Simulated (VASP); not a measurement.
# ScAl3 (Cmmm) in VASP: relaxation of the atoms with PBEsol

Aim: the relaxation of the atoms of ScAl3 with PBEsol.

Everything below comes from runs of VASP 6.6.1. Logs are shortened: lines on timing, memory, paths and dates and some standing lists are left out, and cuts for length are marked.

**1. The cell of the first run**

Symmetry: Cmmm, No. 65, orthorhombic system. Conventional cell: a = 5.665 Å, b = 5.897 Å, c = 4.088 Å, α = 90.00°, β = 90.00°, γ = 90.00°. Within 3.7 Å of Sc (site symmetry mmm) lie 12 Al at 2.83 to 2.95 Å. Al (site symmetry mmm) has 4 Sc at 2.83 to 2.95 Å and 8 Al at 2.89 Å within 3.7 Å. Within 3.7 Å of Al (site symmetry 2/m) lie 8 Al at 2.83 to 2.95 Å and 4 Sc at 2.89 Å.

**2. Relaxation of the atoms, PBEsol**

The input, INCAR:

```
SYSTEM = ScAl3
PREC     = Accurate       ! precision mode
ENCUT    = 520            ! plane-wave cutoff, eV
EDIFF    = 1E-7           ! SCF threshold, eV
ISMEAR   = -1             ! smearing method
SIGMA    = 0.05           ! smearing width, eV
LREAL    = .False.        ! projectors in reciprocal space
LASPH    = .True.         ! aspherical terms in the spheres
NELM     = 100            ! most SCF steps
ALGO     = Normal         ! electronic algorithm
ISIF     = 2              ! what is computed and relaxed
LWAVE    = .False.        ! write WAVECAR
LCHARG   = .False.        ! write CHGCAR
GGA      = PS             ! functional
IBRION   = 2              ! ionic algorithm
NSW      = 60             ! ionic steps
EDIFFG   = -0.01          ! ionic threshold
```

The input, KPOINTS:

```
Automatic mesh
0
Gamma
  6 6 6
  0 0 0
```

The input, POSCAR:

```
ScAl3
1.0
    4.0878065700      0.0817561314      0.0000000000
    0.0817561314      4.0878065700      0.0000000000
    0.0000000000      0.0000000000      4.0878065700
Sc Al
1 3
Direct
    0.0000000000      0.0000000000      0.0000000000
    0.5000000000      0.5000000000      0.0000000000
    0.0000000000      0.5000000000      0.5000000000
    0.5000000000      0.0000000000      0.5000000000
```

Potentials or basis: VASP PAW PBE potentials, release 64 (Sc_sv, Al).

The run is started by

```sh
cat potpaw_PBE.64/Sc_sv/POTCAR potpaw_PBE.64/Al/POTCAR > POTCAR
mpirun -np 1 vasp_std > vasp.out
```

OUTCAR:

```text
SYSTEM = ScAl3
   PREC = Accurate
   ENCUT = 520
   EDIFF = 1E-7
   ISMEAR = -1
   LREAL = .False.
   LASPH = .True.
   NELM = 100
   ISIF = 2
   GGA = PS
   IBRION = 2
   NSW = 60
   EDIFFG = -0.01

 ion  position               nearest neighbor table
   1  0.000  0.000  0.000-   2 2.83   2 2.83   3 2.89   4 2.89   3 2.89   3 2.89   3 2.89   4 2.89
                             4 2.89   4 2.89   2 2.95   2 2.95
   2  0.500  0.500  0.000-   1 2.83   1 2.83   3 2.89   4 2.89   3 2.89   4 2.89   4 2.89   4 2.89
                             3 2.89   3 2.89   1 2.95   1 2.95
   3  0.000  0.500  0.500-   4 2.83   4 2.83   1 2.89   2 2.89   1 2.89   1 2.89   1 2.89   2 2.89
                             2 2.89   2 2.89   4 2.95   4 2.95
   4  0.500  0.000  0.500-   3 2.83   3 2.83   1 2.89   2 2.89   2 2.89   1 2.89   2 2.89   1 2.89
                             2 2.89   1 2.89   3 2.95   3 2.95

  LATTYP: Found a base centered orthorhombic cell.
 ALAT       =     5.6654108618
 B/A-ratio  =     1.0408163265
 C/A-ratio  =     0.7215375318

  Lattice vectors:

 A1 = (  -0.0817561314,  -4.0878065700,   0.0000000000)
 A2 = (   4.0878065700,   0.0817561314,   0.0000000000)
 A3 = (   0.0000000000,   0.0000000000,   4.0878065700)

Analysis of symmetry for initial positions (statically):
=====================================================================
 Subroutine PRICEL returns:
 Original cell was already a primitive cell.

 Routine SETGRP: Setting up the symmetry group for a
 base centered orthorhombic supercell.

 Subroutine GETGRP returns: Found  8 space group operations
 (whereof  8 operations were pure point group operations)
 out of a pool of  8 trial point group operations.

The static configuration has the point symmetry D_2h.

Analysis of symmetry for dynamics (positions and initial velocities):
=====================================================================
 Subroutine PRICEL returns:
 Original cell was already a primitive cell.

 Routine SETGRP: Setting up the symmetry group for a
 base centered orthorhombic supercell.

 Subroutine GETGRP returns: Found  8 space group operations
 (whereof  8 operations were pure point group operations)
 out of a pool of  8 trial point group operations.

The dynamic configuration has the point symmetry D_2h.

 Subroutine INISYM returns: Found  8 space group operations
 (whereof  8 operations are pure point group operations),
 and found     1 'primitive' translations

----------------------------------------------------------------------------------------

                                     Primitive cell

  volume of cell :      68.2806

[... 110 lines left out ...]
   IMIX   =      4    mixing-type and parameters
     AMIX     =   0.40;   BMIX     =  1.00
     AMIX_MAG =   1.60;   BMIX_MAG =  1.00
  volume/ion in A,a.u.               =      17.07       115.20
  Fermi-wavevector in a.u.,A,eV,Ry     =   1.087224  2.054556 16.082852  1.182056
  Thomas-Fermi vector in A             =   2.223379
   LORBIT       =      0    0 simple, 1 ext, 2 COOP (PROOUT), +10 PAW based schemes
   GGA     = PS    functional components
   LHFCALC =     F    Hartree Fock is set to
   AEXX    =    0.0000 exact exchange contribution
   IVDW    =     0    specifies the selected vdW correction
   LEPSILON=     F    determine dielectric tensor
   LRPA    =     F    only Hartree local field effects (RPA)
 conjugate gradient relaxation of ions
 non-spin polarized calculation
  energy-cutoff  :      520.00
  volume of cell :       68.28
 maximum number of plane-waves:      1858
   NGX = 15   NGY = 15   NGZ = 15

 number of electron      19.9999997 magnetization

 Free energy of the ion-electron system (eV)
  ---------------------------------------------------
  ext. energy  EPLUGINS =         0.00000000
  ---------------------------------------------------
  free energy    TOTEN  =       -20.73663159 eV

  energy without entropy =      -20.72088303  energy(sigma->0) =      -20.72875731

 E-fermi :   7.3096     XC(G=0): -10.4997

 val. band max:        7.3096293389   @ k =   0.5000   0.1667   0.3333
 cond. band min:       7.3188324847   @ k =   0.1667   0.0000   0.1667
 fundamental gap:      0.0092031458
 Fermi energy:         7.3096373178

 k-point     1 :       0.0000    0.0000    0.0000
  band No.  band energies     occupation
      1     -41.5452      2.00000
      2     -20.3515      2.00000
      3     -20.3439      2.00000
      4     -20.3376      2.00000
      5      -2.8170      2.00000
      6       4.5744      2.00000
      7       4.5826      2.00000
      8       5.3030      2.00000
      9       5.4034      2.00000
     10       5.5202      2.00000
     11       8.3541      0.00000
     12       8.4828      0.00000
     13       8.5123      0.00000
     14       8.5628      0.00000
[... 377 lines left out ...]
      1     -41.5426      2.00000
      2     -20.3778      2.00000
      3     -20.3597      2.00000
      4     -20.3469      2.00000
      5       0.0530      2.00000
      6       1.0742      2.00000
      7       2.7310      2.00000
      8       4.0711      2.00000
      9       5.1580      2.00000
     10       5.9350      2.00000
     11       7.2967      1.12877
     12       9.1038      0.00000
     13       9.5964      0.00000
     14      10.5058      0.00000

 [... further k-points ...]

------------------------ aborting loop because EDIFF is reached ----------------------------------------

  FORCE on cell =-STRESS in cart. coord.  units (eV):
  Direction    XX          YY          ZZ          XY          YZ          ZX
  --------------------------------------------------------------------------------------
  -------------------------------------------------------------------------------------
  Total       -0.2868531     -0.2868531     -0.3667363     -1.0879779      0.0000000      0.0000000
  in kB       -6.7308956     -6.7308956     -8.6053237    -25.5289771      0.0000000      0.0000000
  external PRESSURE =      -7.3557050 kB  Pullay stress =       0.0000000 kB

 VOLUME and BASIS-vectors are now :
 -----------------------------------------------------------------------------
  energy-cutoff  :      520.00
  volume of cell :       68.28
      direct lattice vectors                 reciprocal lattice vectors
     4.087806570  0.081756131  0.000000000     0.244727861 -0.004894557  0.000000000
     0.081756131  4.087806570  0.000000000    -0.004894557  0.244727861  0.000000000
     0.000000000  0.000000000  4.087806570     0.000000000  0.000000000  0.244629970

 POSITION                                       TOTAL-FORCE (eV/Angst)
 -----------------------------------------------------------------------------------
      0.00000      0.00000      0.00000         0.000000      0.000000      0.000000
      2.08478      2.08478      0.00000         0.000000      0.000000      0.000000
      0.04088      2.04390      2.04390        -0.000000      0.000000      0.000000
      2.04390      0.04088      2.04390        -0.000000      0.000000      0.000000
 -----------------------------------------------------------------------------------
    total drift:                                0.000000     -0.000000      0.000000

  FREE ENERGIE OF THE ION-ELECTRON SYSTEM (eV)
  ---------------------------------------------------
  free  energy   TOTEN  =       -20.7366315857 eV

  energy  without entropy=      -20.7208830268  energy(sigma->0) =      -20.72875731

 reached required accuracy - stopping structural energy minimisation
```

OSZICAR:

```text
N       E                     dE             d eps       ncg     rms          rms(c)
DAV:   1     0.113158991817E+03    0.11316E+03   -0.83511E+03  1456   0.129E+03
DAV:   2    -0.142192647247E+02   -0.12738E+03   -0.12588E+03  1468   0.371E+02
DAV:   3    -0.216505709395E+02   -0.74313E+01   -0.71810E+01  2254   0.730E+01
DAV:   4    -0.217907675708E+02   -0.14020E+00   -0.13969E+00  2070   0.102E+01
DAV:   5    -0.217946667506E+02   -0.38992E-02   -0.38980E-02  2128   0.163E+00    0.925E+00
DAV:   6    -0.208203742996E+02    0.97429E+00   -0.48324E+00  2408   0.260E+01    0.329E+00
DAV:   7    -0.207633363146E+02    0.57038E-01   -0.91738E-02  1742   0.257E+00    0.182E+00
DAV:   8    -0.207370757920E+02    0.26261E-01   -0.38172E-02  2110   0.160E+00    0.218E-01
DAV:   9    -0.207366727621E+02    0.40303E-03   -0.29542E-03  1824   0.442E-01    0.860E-02
DAV:  10    -0.207366437619E+02    0.29000E-04   -0.19479E-04  2358   0.142E-01    0.876E-02
DAV:  11    -0.207366492296E+02   -0.54677E-05   -0.25810E-05  2168   0.375E-02    0.531E-02
DAV:  12    -0.207366311970E+02    0.18033E-04   -0.47904E-05  1888   0.470E-02    0.120E-02
DAV:  13    -0.207366314706E+02   -0.27357E-06   -0.18645E-06  1920   0.895E-03    0.414E-03
DAV:  14    -0.207366315969E+02   -0.12635E-06   -0.31135E-07  1686   0.562E-03    0.926E-04
DAV:  15    -0.207366315857E+02    0.11195E-07   -0.38599E-08  1010   0.351E-03
   1 F= -.20736632E+02 E0= -.20728757E+02  d E =-.207366E+02
```

CONTCAR:

```text
ScAl3
   1.00000000000000
     4.0878065699999997    0.0817561314000000    0.0000000000000000
     0.0817561314000000    4.0878065699999997    0.0000000000000000
     0.0000000000000000    0.0000000000000000    4.0878065699999997
  Sc              Al
     1     3
Direct
     0.0000000000000000    0.0000000000000000    0.0000000000000000
     0.5000000000000000    0.5000000000000000    0.0000000000000000
     0.0000000000000000    0.5000000000000000    0.5000000000000000
     0.5000000000000000    0.0000000000000000    0.5000000000000000

  0.00000000E+00  0.00000000E+00  0.00000000E+00
  0.00000000E+00  0.00000000E+00  0.00000000E+00
  0.00000000E+00  0.00000000E+00  0.00000000E+00
  0.00000000E+00  0.00000000E+00  0.00000000E+00
```

It took 49 s on 1 thread of Intel Xeon Platinum 8259CL at 2.50GHz (Skylake/Cascade Lake), shared host; peak memory 0.2 GiB.

What came out:

* Free energy: -20.7366 eV
* Pressure after relaxing: -0.7 GPa
* Band gap on the k mesh: zero (bands 10 and 11 overlap by 3.67 eV)

Final structure:
```
CELL_PARAMETERS angstrom
4.08781 0.08176 0.00000
0.08176 4.08781 0.00000
0.00000 0.00000 4.08781
ATOMIC_POSITIONS crystal
Sc 0.00000 0.00000 0.00000
Al 0.50000 0.50000 0.00000
Al 0.00000 0.50000 0.50000
Al 0.50000 0.00000 0.50000
```

Caveat: the PAW data sets were made with another functional, which shifts forces and pressure a little.
